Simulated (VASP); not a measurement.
The system is TiO2.

```
Ti O
1.0
     4.63994    0.00000    0.00000
     0.00000    4.63994    0.00000
     0.00000    0.00000    3.00672
Ti O
2 4
Direct
  0.00000 0.00000 0.00000
  0.50000 0.50000 0.50000
  0.30567 0.30567 0.00000
  0.19433 0.80567 0.50000
  0.69433 0.69433 0.00000
  0.80567 0.19433 0.50000
```

| Item | Value |
| --- | --- |
| Program | VASP 6.6.1 |
| Task | relaxation of cell and atoms |
| Functional | PBE |
| Potentials or basis | VASP PAW PBE potentials, release 64 (Ti_sv, O) |
| Cutoff | 600 eV |
| k mesh | 6 × 6 × 10 |
| Occupations | gaussian, width 0.02 eV |
| Spin | no spin polarisation |
| Hubbard terms | Ti d U = 4.0 eV |

At the start: pressure 3.8 GPa; volume 10.79 Å³/atom.

Where does the relaxation end?

Over 5 steps the energy falls by 2.2 meV/atom and the volume is 10.96 Å³/atom (+1.6 %); space group P4_2/mnm (No. 136, to 0.05 Å).

The path:
| step | energy change (eV) | largest force (eV/Å) | pressure (GPa) | volume (Å³) |
| --- | --- | --- | --- | --- |
| 1 | 0.0000 | 0.1496 | 3.77 | 64.73 |
| 2 | 0.0087 | 0.1536 | -4.56 | 67.14 |
| 3 | -0.0129 | 0.0098 | -0.01 | 65.77 |
| 4 | -0.0129 | 0.0124 | 0.06 | 65.74 |
| 5 | -0.0131 | 0.0037 | 0.06 | 65.76 |

Final structure:
```
Ti O
1.0
     4.66586    0.00000    0.00000
     0.00000    4.66586    0.00000
     0.00000    0.00000    3.02063
Ti O
2 4
Direct
  0.00000 0.00000 0.00000
  0.50000 0.50000 0.50000
  0.30513 0.30513 0.00000
  0.19487 0.80513 0.50000
  0.69487 0.69487 0.00000
  0.80513 0.19487 0.50000
```
